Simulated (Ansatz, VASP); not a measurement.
This is a calculation of TiC for VASP 6.6.1.

Contents of INCAR:

```
SYSTEM = TiC
  ALGO = Normal
  EDIFF = 1E-6
  ENCUT = 520
  GGA = PE
  ISIF = 2
  ISMEAR = -1
  LASPH = .True.
  LCHARG = .False.
  LREAL = .False.
  LWAVE = .False.
  NBANDS = 15
  NELM = 80
  PREC = Accurate
  SIGMA = 0.03
```

Contents of KPOINTS:

```
k-points
0
Gamma
  4 4 4
  0 0 0
```

The input POSCAR:

```
TiC
1.0
    0.0000000000      2.1657188437      2.1657188437
    2.1657188437      0.0000000000      2.1657188437
    2.1657188437      2.1657188437      0.0000000000
Ti C
1 1
Direct
    0.0000000000      0.0000000000      0.0000000000
    0.5000000000      0.5000000000      0.5000000000
```

Potentials or basis: VASP PAW PBE potentials, release 64 (Ti_sv, C).

The run is started by

```console
$ cat potpaw_PBE.64/Ti_sv/POTCAR potpaw_PBE.64/C/POTCAR > POTCAR
$ mpirun -np 1 vasp_std > vasp.out
```

Set up the same calculation for Ansatz 0.2.0. Potentials there: all-electron LAPW, scalar-relativistic.

As run (the cutoff follows the program's own potentials):

The input input.yaml:

```yaml
crystal:
  lattice:
    - [0.0, 2.1657188437, 2.1657188437]
    - [2.1657188437, 0.0, 2.1657188437]
    - [2.1657188437, 2.1657188437, 0.0]
  atoms:
    - { symbol: Ti, position: [0.0, 0.0, 0.0] }
    - { symbol: C, position: [0.5, 0.5, 0.5] }
kpoints:
  mp_grid: { grid: [4, 4, 4] }
scf:
  occupations: { method: fermi_dirac, width: 0.03 }
hamiltonian:
  xc: pbe
  pseudopotentials: { kind: all_electron, lapw: { basis_error: 0.004 } }
output:
  forces: true
  stress: true
  eigenvalues: true
```

Potentials or basis: all-electron LAPW, scalar-relativistic.

The run is started by

```bash
$ ansatz run input.yaml --threads 1 --pin off --max-ram 3072MiB --backend cpu --events-out ev --progress --plain --runs-dir out
```

Both were run:

|  | VASP | Ansatz | Ansatz less VASP |
| --- | --- | --- | --- |
| gap on the k mesh at the Fermi level (eV) | none | none | - |
| pressure (GPa) | -0.5 | -0.7 | -0.20 |

A gap of «none» marks a metal or a gap that the smearing closes. Ansatz ran all-electron here, and VASP with PAW potentials.

The k mesh is coarse, so the values compare programs but aren't converged. Noted on Ansatz's run: the k mesh is thin for a metal, which can move the energy by tens of meV per atom.
